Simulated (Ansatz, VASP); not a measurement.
**Pb in VASP and in Ansatz**

File INCAR:

```
SYSTEM = Pb
PREC = Accurate ; ENCUT = 520
EDIFF = 1E-7 ; ISMEAR = -1
SIGMA = 0.08 ; LREAL = .False.
LASPH = .True. ; NELM = 150
ALGO = Normal ; ISIF = 2
LWAVE = .False. ; LCHARG = .True.
MAGMOM = 0 0 0 ; LORBIT = 11
LSORBIT = .True. ; GGA_COMPAT = .False.
LORBMOM = .True. ; GGA = PS
LVHAR = .True. ; NBANDS = 25
```

File KPOINTS:

```
Automatic mesh
0
Gamma
  13 13 13
  0 0 0
```

The input POSCAR:

```
Pb
1.0
   -1.9796595667      1.9796595667      1.9796595667
    1.9796595667     -1.9796595667      1.9796595667
    1.9796595667      1.9796595667     -1.9796595667
Pb
1
Direct
    0.0000000000      0.0000000000      0.0000000000
```

Input for Ansatz:

```yaml
crystal:
  lattice:
    - [-1.9796595667, 1.9796595667, 1.9796595667]
    - [1.9796595667, -1.9796595667, 1.9796595667]
    - [1.9796595667, 1.9796595667, -1.9796595667]
  atoms:
    - { symbol: Pb, position: [0.0, 0.0, 0.0] }
kpoints:
  mp_grid: { grid: [13, 13, 13] }
  band_path:
    path:
      - [0.0, 0.0, 0.0]
      - [0.5, -0.5, 0.5]
      - [0.0, 0.0, 0.5]
      - [0.0, 0.0, 0.0]
      - [0.25, 0.25, 0.25]
      - [0.5, -0.5, 0.5]
      - [0.25, 0.25, 0.25]
      - [0.0, 0.0, 0.5]
    npoints: 5
scf:
  occupations: { method: fermi_dirac, width: 0.08 }
hamiltonian:
  xc: pbesol
  pseudopotentials: { kind: all_electron, lapw: { basis_error: 0.00025 } }
output:
  forces: true
  stress: true
  eigenvalues: true
magnetization:
  noncollinear: true
  spin_orbit: true
```

Alike in both runs: task single point; functional PBEsol; k mesh 13 × 13 × 13; occupations fermi-dirac, width 0.08 eV; non-collinear spin, spin-orbit coupling.

|  | VASP | Ansatz |
| --- | --- | --- |
| version | VASP 6.6.1 | Ansatz 0.2.0 |
| potentials or method | VASP PAW PBE potentials, release 64 (Pb_d), cutoff 520 eV | all-electron LAPW |

```tsv
	VASP	Ansatz	Ansatz less VASP
pressure (GPa)	-1.4	-1.4	+0.01
net moment per atom (μB)	0.00	0.00	0.000
```

VASP's potentials were made for PBE, not for PBEsol. Ansatz ran all-electron here, and VASP with PAW potentials.
